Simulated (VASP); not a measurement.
Here is a VASP 6.6.1 calculation.

File POSCAR:

```
Si
1.0
    1.7934562557      1.0354524520      4.3567306450
   -1.7934562557      1.0354524520      4.3567306450
    0.0000000000     -2.0709049040      4.3567306450
Si
3
Direct
    0.0000000000      0.0000000000      0.0000000000
    0.2199021286      0.2199021286      0.2199021286
    0.7800978714      0.7800978714      0.7800978714
```

Contents of INCAR.step1:

```
PREC = Accurate ; ENCUT = 600
ISMEAR = 0 ; SIGMA = 0.1
LREAL = F ; LASPH = T
NELM = 80 ; GGA = PE
ALGO = Normal ; EDIFF = 1E-4
LWAVE = T ; LCHARG = F
```

The input INCAR.step2:

```
PREC = Accurate ; ENCUT = 600
EDIFF = 1E-6 ; ISMEAR = 0
SIGMA = 0.1 ; LREAL = F
LASPH = T ; NELM = 80
ALGO = Normal ; ISIF = 3
LWAVE = F ; LCHARG = F
METAGGA = R2SCAN ; LMIXTAU = T
IBRION = 2 ; NSW = 100
EDIFFG = -0.01 ; ISTART = 1
```

File KPOINTS:

```
Automatic mesh
0
Gamma
  15 15 15
```

Potentials or basis: VASP PAW PBE potentials, release 64 (Si).

The run is started by

```sh
$ cat potpaw_PBE.64/Si/POTCAR > POTCAR
$ cp INCAR.step1 INCAR
$ mpirun -np 1 vasp_std > vasp.out
$ cp INCAR.step2 INCAR
$ mpirun -np 1 vasp_std > vasp.out
```

**Question.** Predict the space group after relaxing (to 0.1 Å).

**Answer.** R-3m (No. 166).

**Question.** Predict the relaxed cell.

**Answer.** a = 4.827 Å, b = 4.827 Å, c = 4.827 Å, α = 43.59°, β = 43.59°, γ = 43.59°.

**Question.** Estimate the relaxed volume.

**Answer.** 16.17 Å³/atom.

Final structure:
```xyz
3
Lattice="1.7921 1.0347 4.3607 -1.7921 1.0347 4.3607 0.0000 -2.0693 4.3607" Properties=species:S:1:pos:R:3 pbc="T T T"
Si    0.0000    0.0000   13.0821
Si    0.0000    0.0000    2.8761
Si    0.0000    0.0000   10.2060
```

Caveat: the PAW data sets were made with another functional, which shifts forces and pressure a little.
